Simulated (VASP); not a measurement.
# GaAs (F-43m) in VASP: notebook, part 3 of 4

VASP 6.6.1.

### 4 G0W0 quasiparticle levels, PBE

Input file POSCAR:

```
GaAs
1.0
    0.0000000000      2.8270000000      2.8270000000
    2.8270000000      0.0000000000      2.8270000000
    2.8270000000      2.8270000000      0.0000000000
Ga As
1 1
Direct
    0.0000000000      0.0000000000      0.0000000000
    0.2500000000      0.2500000000      0.2500000000
```

Input file INCAR.step1:

```
SYSTEM = GaAs
PREC = Accurate
ENCUT = 500
EDIFF = 1E-8
ISMEAR = 0
SIGMA = 0.01
LREAL = .FALSE.
LASPH = .TRUE.
NELM = 80
ALGO = Normal
LWAVE = .TRUE.
LCHARG = .FALSE.
GGA = PE
```

Input file INCAR.step2:

```
SYSTEM = GaAs
PREC = Accurate
ENCUT = 500
EDIFF = 1E-8
ISMEAR = 0
SIGMA = 0.01
LREAL = .FALSE.
LASPH = .TRUE.
NELM = 1
ALGO = Exact
LWAVE = .TRUE.
LCHARG = .FALSE.
GGA = PE
NBANDS = 869
LOPTICS = .TRUE.
ISTART = 1
```

Input file INCAR.step3:

```
SYSTEM = GaAs
PREC = Accurate
ENCUT = 500
EDIFF = 1E-8
ISMEAR = 0
SIGMA = 0.01
LREAL = .FALSE.
LASPH = .TRUE.
ALGO = EVGW0
LWAVE = .FALSE.
LCHARG = .FALSE.
GGA = PE
NELMGW = 1
NBANDS = 869
ENCUTGW = 200
NOMEGA = 48
PRECFOCK = Fast
ISTART = 1
NBANDSGW = 17
```

Input file KPOINTS:

```
Automatic mesh
0
G
  2 2 2
  0 0 0
```

Potentials or basis: VASP PAW PBE potentials, release 64 (Ga_d_GW, As_GW).

Started as:

```console
> cat potpaw_PBE.64/Ga_d_GW/POTCAR potpaw_PBE.64/As_GW/POTCAR > POTCAR
> cp INCAR.step1 INCAR
> mpirun -np 1 vasp_std > vasp.out
> cp INCAR.step2 INCAR
> mpirun -np 1 vasp_std > vasp.out
> cp INCAR.step3 INCAR
> mpirun -np 1 vasp_std > vasp.out
```

OUTCAR:

```text
SYSTEM = GaAs
   PREC = Accurate
   ENCUT = 500
   EDIFF = 1E-8
   ISMEAR = 0
   LREAL = .FALSE.
   LASPH = .TRUE.
   GGA = PE
   NELMGW = 1
   ENCUTGW = 200
   PRECFOCK = Fast
   ISTART = 1

 ion  position               nearest neighbor table
   1  0.000  0.000  0.000-   2 2.45   2 2.45   2 2.45   2 2.45
   2  0.250  0.250  0.250-   1 2.45   1 2.45   1 2.45   1 2.45

  LATTYP: Found a face centered cubic cell.
 ALAT       =     5.6540000000

  Lattice vectors:

 A1 = (   0.0000000000,   2.8270000000,   2.8270000000)
 A2 = (   2.8270000000,   0.0000000000,   2.8270000000)
 A3 = (   2.8270000000,   2.8270000000,   0.0000000000)

Analysis of symmetry for initial positions (statically):
[... 5 lines left out ...]
 face centered cubic supercell.

 Subroutine GETGRP returns: Found 24 space group operations
 (whereof 24 operations were pure point group operations)
 out of a pool of 48 trial point group operations.

The static configuration has the point symmetry T_d .

Analysis of symmetry for dynamics (positions and initial velocities):
[... 5 lines left out ...]
 face centered cubic supercell.

 Subroutine GETGRP returns: Found 24 space group operations
 (whereof 24 operations were pure point group operations)
 out of a pool of 48 trial point group operations.

The dynamic configuration has the point symmetry T_d .

 Subroutine INISYM returns: Found 24 space group operations
 (whereof 24 operations are pure point group operations),
 and found     1 'primitive' translations

----------------------------------------------------------------------------------------

                                     Primitive cell

  volume of cell :      45.1864

  direct lattice vectors                    reciprocal lattice vectors
     0.000000000  2.827000000  2.827000000    -0.176865936  0.176865936  0.176865936
     2.827000000  0.000000000  2.827000000     0.176865936 -0.176865936  0.176865936
     2.827000000  2.827000000  0.000000000     0.176865936  0.176865936 -0.176865936

  length of vectors
     3.997981741  3.997981741  3.997981741     0.306340787  0.306340787  0.306340787

  position of ions in fractional coordinates (direct lattice)
     0.000000000  0.000000000  0.000000000
     0.250000000  0.250000000  0.250000000

  ion indices of the primitive-cell ions
   primitive index   ion index
                 1           1
                 2           2

----------------------------------------------------------------------------------------

 KPOINTS: Automatic mesh

Automatic generation of k-mesh.
 Grid dimensions read from file:
 generate k-points for:    2    2    2

 Generating k-lattice:

  Cartesian coordinates                     Fractional coordinates (reciprocal lattice)
    -0.088432968  0.088432968  0.088432968     0.500000000  0.000000000  0.000000000
     0.088432968 -0.088432968  0.088432968     0.000000000  0.500000000  0.000000000
     0.088432968  0.088432968 -0.088432968     0.000000000  0.000000000  0.500000000

  Length of vectors
     0.153170393  0.153170393  0.153170393

  Shift w.r.t. Gamma in fractional coordinates (k-lattice)
     0.000000000  0.000000000  0.000000000

 Subroutine IBZKPT returns following result:
 ===========================================

 Found      3 irreducible k-points:

 Following reciprocal coordinates:
            Coordinates               Weight
  0.000000  0.000000  0.000000      1.000000
  0.500000  0.000000  0.000000      4.000000
  0.500000  0.500000  0.000000      3.000000
   k-points           NKPTS =      3   k-points in BZ     NKDIM =      8   number of bands    NBANDS=    869
   number of dos      NEDOS =    301   number of ions     NIONS =      2
   total plane-waves  NPLWV =  27000
   dimension x,y,z NGX =    30 NGY =   30 NGZ =   30
   dimension x,y,z NGXF=    60 NGYF=   60 NGZF=   60
   ions per type =               1   1
   NGX,Y,Z   is equivalent  to a cutoff of  12.47, 12.47, 12.47 a.u.
   NGXF,Y,Z  is equivalent  to a cutoff of  24.95, 24.95, 24.95 a.u.
 SYSTEM =  GaAs
   PREC   = accura    normal or accurate (medium, high low for compatibility)
   ISTART =      1    job   : 0-new  1-cont  2-samecut
   ICHARG =      0    charge: 1-file 2-atom 10-const
   ISPIN  =      1    spin polarized calculation?
   LNONCOLLINEAR =      F non collinear calculations
   LSORBIT =      F    spin-orbit coupling
   LASPH  =      T    aspherical Exc in radial PAW
   ENCUT  =  500.0 eV  36.75 Ry    6.06 a.u.   7.29  7.29  7.29*2*pi/ulx,y,z
   NELM   =     60;   NELMIN=  2; NELMDL=  0     # of ELM steps
   EDIFF  = 0.1E-07   stopping-criterion for ELM
   LREAL  =      F    real-space projection
   EDIFFG = 0.1E-06   stopping-criterion for IOM
   NSW    =      0    number of steps for IOM
   IBRION =     -1    ionic relax: 0-MD 1-quasi-New 2-CG
   NFREE  =      0    steps in history (QN), initial steepest desc. (CG)
   ISIF   =      0    stress and relaxation
   ISYM   =      3    0-nonsym 1-usesym 2-fastsym
   POTIM  = 0.5000    time-step for ionic-motion
   TEBEG  =    0.0;   TEEND  =   0.0 temperature during run
   PSTRESS=    0.0 pullay stress
   NELECT =      18.0000    total number of electrons
   NUPDOWN=      -1.0000    fix difference up-down
   EMIN   =  10.00;   EMAX   =-10.00  energy-range for DOS
   EFERMI =   0.00;   METHOD = LEGACY
   ISMEAR =     0;   SIGMA  =   0.01  broadening in eV -4-tet -1-fermi 0-gaus
   EFERMI_NEDOS =   21; number of points for ismear=-14 and -15
   IALGO  =     38    algorithm
   IMIX   =      4    mixing-type and parameters
     AMIX     =   0.40;   BMIX     =  1.00
     AMIX_MAG =   1.60;   BMIX_MAG =  1.00
  volume/ion in A,a.u.               =      22.59       152.47
  Fermi-wavevector in a.u.,A,eV,Ry     =   1.204564  2.276296 19.741704  1.450974
  Thomas-Fermi vector in A             =   2.340285
   LORBIT       =      0    0 simple, 1 ext, 2 COOP (PROOUT), +10 PAW based schemes
   GGA     = PE    functional components
   LHFCALC =     T    Hartree Fock is set to
   PRECFOCK=fast      Normal, Fast or Accurate (Low or Medium for compatibility)
   ENCUT4O =  -1.0   cutoff for four orbital integrals eV
   NKREDX  =     1    reduce k-point grid by
   NKREDY  =     1    reduce k-point grid by
   NKREDZ  =     1    reduce k-point grid by
   AEXX    =    1.0000 exact exchange contribution
   HFSCREEN=    0.0000 screening length (either q_TF or 0.3 A-1)
   HFSCREENC=   0.0000 screening length for correlation (either q_TF or 0.3 A-1)
   ENCUTFOCK=  -1.0 apply spherical cutoff to Coloumb kernel
   IVDW    =     0    specifies the selected vdW correction
   LEPSILON=     F    determine dielectric tensor
   LRPA    =     F    only Hartree local field effects (RPA)
   LRPAFORCE           =     F    calculate RPA forces
   ENCUTGW             = 200.0    cutoff for response function in eV
   ENCUTGWSOFT         = 160.0    soft cutoff for Coulomb kernel in GW response function in eV
   ENCUTLF             =  -1.0    cutoff for local field effects
   NELMGW              =     1    number of iterations in solving QP/BSE equation
   NELMHF              =     1    number of iterations in the inner HF iteration
   NKREDLFX            =     1    NKREDLFY  =   1   NKREDLFZ  =   1
 non-spin polarized calculation
 Gauss-broadening in eV      SIGMA  =   0.01
  energy-cutoff  :      500.00
  volume of cell :       45.19
 maximum number of plane-waves:      1162
 NGX is ok and might be reduce to    30
  NGX = 16; NGY = 16; NGZ = 16
   NGX = 15   NGY = 15   NGZ = 15
 maximum number of plane-waves:       302

 QP shifts <psi_nk| G(iteration)W_0 |psi_nk>: iteration 1
 for sc-GW calculations column KS-energies equals QP-energies in previous step
 and V_xc(KS)=  KS-energies - (<T + V_ion + V_H > + <T+V_H+V_ion>^1  + <V_x>^1)

 k-point   1 :       0.0000    0.0000    0.0000
  band No.  KS-energies  QP-energies   sigma(KS)   V_xc(KS)     V^pw_x(r,r')   Z            occupation Imag(sigma)

      1     -10.9831     -13.1087     -24.7519     -21.7209     -35.1174       0.7013       2.0000       0.3593
      2     -10.9831     -13.1087     -24.7519     -21.7209     -35.1174       0.7013       2.0000       0.3593
      3     -10.9831     -13.1087     -24.7519     -21.7209     -35.1174       0.7013       2.0000       0.3593
      4     -10.9140     -13.0445     -24.8467     -21.8066     -35.1690       0.7008       2.0000       0.3327
      5     -10.9140     -13.0445     -24.8467     -21.8066     -35.1690       0.7008       2.0000       0.3327
      6      -8.5475      -9.1334     -11.9573     -11.1117     -17.9481       0.6929       2.0000       1.0137
[... 9 lines left out ...]
     16      14.0974      13.9896      -9.9359      -9.7986      -4.4357       0.7851       0.0000      -0.2392
     17      15.5652      15.0838      -8.0310      -7.4368      -2.0191       0.8100       0.0000      -0.5650

 k-point   2 :       0.5000    0.0000    0.0000
  band No.  KS-energies  QP-energies   sigma(KS)   V_xc(KS)     V^pw_x(r,r')   Z            occupation Imag(sigma)

      1     -11.0478     -13.1381     -24.4009     -21.4302     -34.6806       0.7036       2.0000       0.3987
      2     -10.9653     -13.0977     -24.7803     -21.7500     -35.1435       0.7037       2.0000       0.3563
      3     -10.9653     -13.0977     -24.7803     -21.7500     -35.1435       0.7037       2.0000       0.3563
      4     -10.9092     -13.0538     -24.8630     -21.8219     -35.1936       0.7052       2.0000       0.3321
      5     -10.9092     -13.0538     -24.8630     -21.8219     -35.1936       0.7052       2.0000       0.3321
      6      -6.7417      -7.4633     -13.0610     -12.0581     -18.4536       0.7196       2.0000       0.7836
[... 9 lines left out ...]
     16      15.9055      15.7626      -9.6931      -9.5148      -3.5719       0.8020       0.0000      -0.4513
     17      16.5496      16.5161     -10.2225     -10.1797      -3.6863       0.7815       0.0000      -0.4770

 k-point   3 :       0.5000    0.5000    0.0000
  band No.  KS-energies  QP-energies   sigma(KS)   V_xc(KS)     V^pw_x(r,r')   Z            occupation Imag(sigma)

      1     -11.0780     -13.1547     -24.3582     -21.3984     -34.6397       0.7016       2.0000       0.4000
      2     -10.9385     -13.0622     -24.7626     -21.7333     -35.0647       0.7011       2.0000       0.3358
      3     -10.9356     -13.0814     -24.8639     -21.8217     -35.2430       0.7054       2.0000       0.3509
      4     -10.9356     -13.0814     -24.8639     -21.8217     -35.2430       0.7054       2.0000       0.3509
      5     -10.9016     -13.0481     -24.8712     -21.8327     -35.1994       0.7064       2.0000       0.3287
      6      -5.9534      -6.7109     -13.3111     -12.3012     -18.3976       0.7501       2.0000       0.7761
[... 9 lines left out ...]
     16      17.4167      17.2239      -9.7516      -9.5061      -3.5826       0.7852       0.0000      -0.3985
     17      17.4407      17.1847     -10.1617      -9.8461      -4.2570       0.8111       0.0000      -0.4127
```

Wall time 1.7 min (1 thread of Intel Xeon 6975P-C, shared host); peak memory 0.4 GiB.

Results:

- Band gap on the k mesh, mean-field level: 0.44 eV, direct
- Quasiparticle gap: 1.45 eV
- Least direct quasiparticle gap: 1.45 eV

Caveat: the k points lie up to 0.96 Å⁻¹ apart; bands, screening cutoff and mesh are small and nothing is extrapolated, so the quasiparticle values aren't converged. A k mesh can miss the band edges.

[end of part 3 of 4]
